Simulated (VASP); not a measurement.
# PtS2 (P-3m1) in VASP: relaxation of cell and atoms with PBE+D3(BJ)

Aim: the relaxation of cell and atoms of PtS2 with PBE+D3(BJ).

Everything below comes from runs of VASP 6.6.1. Logs are shortened: lines on timing, memory, paths and dates and some standing lists are left out, and cuts for length are marked.

## (1) The cell of the first run

It takes space group P-3m1 (No. 164, trigonal). Conventional cell: a = 3.543 Å, b = 3.543 Å, c = 5.039 Å, α = 90.00°, β = 90.00°, γ = 120.00°. Within 3.1 Å of Pt (site symmetry -3m) lie 6 S at 2.34 Å. Within 3.1 Å of S (site symmetry 3m) lie 3 Pt at 2.34 Å and 3 S at 3.07 Å.

## (2) Relaxation of cell and atoms, PBE+D3(BJ)

File INCAR:

```
PREC = Accurate
ENCUT = 570
EDIFF = 1E-7
ISMEAR = 0
SIGMA = 0.1
LREAL = False
LASPH = True
NELM = 120
ALGO = Normal
ISIF = 3
LWAVE = False
LCHARG = False
GGA = PE
IVDW = 12
IBRION = 2
NSW = 100
EDIFFG = -0.05
GGA_COMPAT = False
NELMIN = 4
```

File KPOINTS:

```
Automatic mesh
0
Gamma
  6 6 4
```

File POSCAR:

```
PtS2
1.0
    3.5432000000      0.0000000000      0.0000000000
   -1.7716000000      3.0685012107      0.0000000000
    0.0000000000      0.0000000000      5.0388000000
Pt S
1 2
Direct
    0.0000000000      0.0000000000      0.0000000000
    0.3333333333      0.6666666667      0.2270000000
    0.6666666667      0.3333333333      0.7730000000
```

Potentials or basis: VASP PAW PBE potentials, release 64 (Pt_sv_GW, S).

Started as:

```bash
cat potpaw_PBE.64/Pt_sv_GW/POTCAR potpaw_PBE.64/S/POTCAR > POTCAR
mpirun -np 1 vasp_std > vasp.out
```

OUTCAR:

```text
PREC = Accurate
   ENCUT = 570
   EDIFF = 1E-7
   ISMEAR = 0
   LREAL = False
   LASPH = True
   NELM = 120
   ISIF = 3
   GGA = PE
   IVDW = 12
   IBRION = 2
   NSW = 100
   EDIFFG = -0.05
   NELMIN = 4
 IVDW          = 12

 ion  position               nearest neighbor table
   1  0.000  0.000  0.000-   2 2.34   3 2.34   3 2.34   2 2.34   3 2.34   2 2.34
   2  0.333  0.667  0.227-   1 2.34   1 2.34   1 2.34
   3  0.667  0.333  0.773-   1 2.34   1 2.34   1 2.34

  LATTYP: Found a hexagonal cell.
 ALAT       =     3.5432000000
 C/A-ratio  =     1.4221043125

  Lattice vectors:

 A1 = (   3.5432000000,   0.0000000000,   0.0000000000)
 A2 = (  -1.7716000000,   3.0685012107,   0.0000000000)
 A3 = (   0.0000000000,   0.0000000000,   5.0388000000)

Analysis of symmetry for initial positions (statically):
=====================================================================
 Subroutine PRICEL returns:
 Original cell was already a primitive cell.

 Routine SETGRP: Setting up the symmetry group for a
 hexagonal supercell.

 Subroutine GETGRP returns: Found 12 space group operations
 (whereof 12 operations were pure point group operations)
 out of a pool of 24 trial point group operations.

The static configuration has the point symmetry D_3d.

Analysis of symmetry for dynamics (positions and initial velocities):
=====================================================================
 Subroutine PRICEL returns:
 Original cell was already a primitive cell.

 Routine SETGRP: Setting up the symmetry group for a
 hexagonal supercell.

 Subroutine GETGRP returns: Found 12 space group operations
 (whereof 12 operations were pure point group operations)
 out of a pool of 24 trial point group operations.

The dynamic configuration has the point symmetry D_3d.

 Subroutine INISYM returns: Found 12 space group operations
 (whereof 12 operations are pure point group operations),
 and found     1 'primitive' translations

----------------------------------------------------------------------------------------

                                     Primitive cell

  volume of cell :      54.7834

  direct lattice vectors                    reciprocal lattice vectors
     3.543200000  0.000000000  0.000000000     0.282230752  0.162946001  0.000000000
    -1.771600000  3.068501211  0.000000000     0.000000000  0.325892001  0.000000000
     0.000000000  0.000000000  5.038800000     0.000000000  0.000000000  0.198459951

  length of vectors
     3.543200000  3.543200000  5.038800000     0.325892001  0.325892001  0.198459951

  position of ions in fractional coordinates (direct lattice)
     0.000000000  0.000000000  0.000000000
     0.333333333  0.666666667  0.227000000
     0.666666667  0.333333333  0.773000000

  ion indices of the primitive-cell ions
   primitive index   ion index
                 1           1
                 2           2
                 3           3

----------------------------------------------------------------------------------------

 KPOINTS: Automatic mesh

Automatic generation of k-mesh.
 Grid dimensions read from file:
 generate k-points for:    6    6    4

 Generating k-lattice:

  Cartesian coordinates                     Fractional coordinates (reciprocal lattice)
     0.047038459  0.027157667  0.000000000     0.166666667 -0.000000000  0.000000000
     0.000000000  0.054315334  0.000000000     0.000000000  0.166666667  0.000000000
     0.000000000  0.000000000  0.049614988     0.000000000  0.000000000  0.250000000

  Length of vectors
     0.054315334  0.054315334  0.049614988

  Shift w.r.t. Gamma in fractional coordinates (k-lattice)
     0.000000000  0.000000000  0.000000000

 Subroutine IBZKPT returns following result:
 ===========================================

 Found     24 irreducible k-points:

 Following reciprocal coordinates:
            Coordinates               Weight
  0.000000  0.000000  0.000000      1.000000
  0.166667 -0.000000  0.000000      6.000000
  0.333333 -0.000000  0.000000      6.000000
  0.500000 -0.000000  0.000000      3.000000
  0.166667  0.166667  0.000000      6.000000
  0.333333  0.166667  0.000000     12.000000
[... 16 lines left out ...]
  0.333333  0.166667  0.500000     12.000000
  0.333333  0.333333  0.500000      2.000000
   k-points           NKPTS =     24   k-points in BZ     NKDIM =     24   number of bands    NBANDS=     19
   number of dos      NEDOS =    301   number of ions     NIONS =      3
   total plane-waves  NPLWV =  31360
   dimension x,y,z NGX =    28 NGY =   28 NGZ =   40
   dimension x,y,z NGXF=    56 NGYF=   56 NGZF=   80
   ions per type =               1   2
   NGX,Y,Z   is equivalent  to a cutoff of  13.14, 13.14, 13.20 a.u.
   NGXF,Y,Z  is equivalent  to a cutoff of  26.28, 26.28, 26.39 a.u.
 SYSTEM =  unknown system
   PREC   = accura    normal or accurate (medium, high low for compatibility)
   ISTART =      0    job   : 0-new  1-cont  2-samecut
   ICHARG =      2    charge: 1-file 2-atom 10-const
   ISPIN  =      1    spin polarized calculation?
   LNONCOLLINEAR =      F non collinear calculations
   LSORBIT =      F    spin-orbit coupling
   LASPH  =      T    aspherical Exc in radial PAW
   ENCUT  =  570.0 eV  41.89 Ry    6.47 a.u.   6.90  6.90  9.81*2*pi/ulx,y,z
   NELM   =    120;   NELMIN=  4; NELMDL= -5     # of ELM steps
   EDIFF  = 0.1E-06   stopping-criterion for ELM
   LREAL  =      F    real-space projection
   EDIFFG = -.5E-01   stopping-criterion for IOM
   NSW    =    100    number of steps for IOM
   IBRION =      2    ionic relax: 0-MD 1-quasi-New 2-CG
   NFREE  =      1    steps in history (QN), initial steepest desc. (CG)
   ISIF   =      3    stress and relaxation
   ISYM   =      2    0-nonsym 1-usesym 2-fastsym
   POTIM  = 0.5000    time-step for ionic-motion
   TEBEG  =    0.0;   TEEND  =   0.0 temperature during run
   PSTRESS=    0.0 pullay stress
   NELECT =      30.0000    total number of electrons
   NUPDOWN=      -1.0000    fix difference up-down
   EMIN   =  10.00;   EMAX   =-10.00  energy-range for DOS
   EFERMI =   0.00;   METHOD = LEGACY
   ISMEAR =     0;   SIGMA  =   0.10  broadening in eV -4-tet -1-fermi 0-gaus
   EFERMI_NEDOS =   21; number of points for ismear=-14 and -15
   IALGO  =     38    algorithm
   IMIX   =      4    mixing-type and parameters
     AMIX     =   0.40;   BMIX     =  1.00
     AMIX_MAG =   1.60;   BMIX_MAG =  1.00
  volume/ion in A,a.u.               =      18.26       123.23
  Fermi-wavevector in a.u.,A,eV,Ry     =   1.339365  2.531033 24.407466  1.793898
  Thomas-Fermi vector in A             =   2.467762
   LORBIT       =      0    0 simple, 1 ext, 2 COOP (PROOUT), +10 PAW based schemes
   GGA     = PE    functional components
   LHFCALC =     F    Hartree Fock is set to
   AEXX    =    0.0000 exact exchange contribution
   IVDW    =    12    specifies the selected vdW correction
   LEPSILON=     F    determine dielectric tensor
   LRPA    =     F    only Hartree local field effects (RPA)
 conjugate gradient relaxation of ions
 non-spin polarized calculation
 Gauss-broadening in eV      SIGMA  =   0.10
  energy-cutoff  :      570.00
  volume of cell :       54.78
 maximum number of plane-waves:      1712
   NGX = 13   NGY = 13   NGZ = 19

--------------------------------------- Ionic step        1  -------------------------------------------

 number of electron      29.9999999 magnetization

 Free energy of the ion-electron system (eV)
  ---------------------------------------------------
  ext. energy  EPLUGINS =         0.00000000
  ---------------------------------------------------
  free energy    TOTEN  =       -15.23449008 eV

  energy without entropy =      -15.23449008  energy(sigma->0) =      -15.23449008

------------------------ aborting loop because EDIFF is reached ----------------------------------------

 Edisp (eV)   -1.26777

 E8    (eV) :    -0.5069

  FORCE on cell =-STRESS in cart. coord.  units (eV):
  Direction    XX          YY          ZZ          XY          YZ          ZX
  --------------------------------------------------------------------------------------
  -------------------------------------------------------------------------------------
  Total       2.57283     2.57283     2.02947     0.00000     0.00000    -0.00000
  in kB      75.24401    75.24401    59.35324     0.00000     0.00000    -0.00000
  external pressure =       69.95 kB  Pullay stress =        0.00 kB
[... 100 lines left out ...]
  FREE ENERGIE OF THE ION-ELECTRON SYSTEM (eV)
  ---------------------------------------------------
  free  energy   TOTEN  =       -16.5779004449 eV

  energy  without entropy=      -16.5779004449  energy(sigma->0) =      -16.57790044

[... ionic steps 4 to 9 ...]

--------------------------------------- Ionic step       10  -------------------------------------------

 number of electron      29.9999999 magnetization

------------------------ aborting loop because EDIFF is reached ----------------------------------------

 Edisp (eV)   -1.34928

 E8    (eV) :    -0.5415
[... 71 lines left out ...]
  energy  without entropy=      -16.6106343918  energy(sigma->0) =      -16.61156763

--------------------------------------- Ionic step       12  -------------------------------------------

 number of electron      29.9999999 magnetization

 Free energy of the ion-electron system (eV)
  ---------------------------------------------------
  ext. energy  EPLUGINS =         0.00000000
  ---------------------------------------------------
  free energy    TOTEN  =       -15.29276734 eV

  energy without entropy =      -15.29180685  energy(sigma->0) =      -15.29228709

 E-fermi :   7.7440     XC(G=0): -11.1706

 val. band max:        7.7005621888   @ k =   0.0000   0.0000   0.0000
 cond. band min:       7.8757494665   @ k =   0.0000   0.3333   0.2500
 fundamental gap:      0.1751872777
 Fermi energy:         7.7439612254

 k-point     1 :       0.0000    0.0000    0.0000
  band No.  band energies     occupation
      1     -92.3222      2.00000
      2     -46.4732      2.00000
      3     -46.4732      2.00000
      4     -46.3631      2.00000
      5      -8.2035      2.00000
      6      -4.8570      2.00000
[... 11 lines left out ...]
     18      11.4409      0.00000
     19      12.7664      0.00000
[... 538 lines left out ...]
  FREE ENERGIE OF THE ION-ELECTRON SYSTEM (eV)
  ---------------------------------------------------
  free  energy   TOTEN  =       -16.6374728064 eV

  energy  without entropy=      -16.6365123173  energy(sigma->0) =      -16.63699256

 reached required accuracy - stopping structural energy minimisation
```

Wall time 2.9 min (1 thread of Intel Xeon Platinum 8488C (Sapphire Rapids), shared host); peak memory 0.22 GiB.

Results:

| Property | Result |
| --- | --- |
| Free energy | -16.6375 eV |
| Relaxed volume | 17.39 Å³/atom |
| Relaxed cell | a = 3.572 Å, b = 3.572 Å, c = 4.720 Å, α = 90.00°, β = 90.00°, γ = 120.00° |
| Space group after relaxing (to 0.1 Å) | P-3m1 (No. 164) |
| Energy gained by relaxing | 45.1 meV/atom |
| Ionic steps | 12 |
| Pressure after relaxing | -0.1 GPa |
| Largest force after relaxing | 0.004 eV/Å |
| Band gap on the k mesh | 0.18 eV (least direct gap 1.08 eV) |
| Dispersion energy per atom | -0.448 eV |

Forces in eV/Å, atoms in the order of the input:
```
Pt   0.000  0.000  0.000
S    0.000  0.000 -0.004
S    0.000  0.000  0.004
```

The path:
```
step  energy change (eV)  largest force (eV/Å)  pressure (GPa)  volume (Å³)
   1              0.0000                1.2628            6.99        54.78
   2              0.1317                0.8581          -11.51        61.35
   3             -0.0756                0.3540           -1.30        57.10
   4             -0.0757                0.3783           -1.11        57.03
   5             -0.0923                0.2575           -0.78        56.43
   6             -0.1027                0.0526           -0.24        55.45
   7             -0.1102                0.0503           -0.20        54.95
   8             -0.1275                0.0469            0.13        53.45
   9             -0.1282                0.0389            1.56        50.38
  10             -0.1344                0.0719            0.82        51.98
  11             -0.1102                0.3916           -4.49        53.15
  12             -0.1352                0.0040           -0.08        52.16
```

Final structure:
```
Pt S
1.0
     3.57210    0.00000    0.00000
    -1.78605    3.09353    0.00000
     0.00000    0.00000    4.72042
Pt S
1 2
Direct
  0.00000 0.00000 0.00000
  0.33333 0.66667 0.25635
  0.66667 0.33333 0.74365
```

Levels at points of the mesh, in eV from the valence-band top:
| k point | band 13 | band 14 | band 15 | band 16 | band 17 | band 18 |
| --- | --- | --- | --- | --- | --- | --- |
| (0.00, 0.00, 0.00) | -1.56 | -1.56 | 0.00 | 1.27 | 1.27 | 3.74 |
| (0.50, 0.00, 0.00) | -3.56 | -3.47 | -2.93 | 0.83 | 2.30 | 5.26 |
| (0.00, 0.00, 0.50) | -2.04 | -2.04 | -1.51 | 2.27 | 2.27 | 5.29 |
| (0.50, 0.00, 0.50) | -3.22 | -3.16 | -1.57 | 0.87 | 1.70 | 4.90 |

Caveat: spin-orbit coupling is left out, which moves the levels of the heavy elements. A k mesh can miss the band edges.
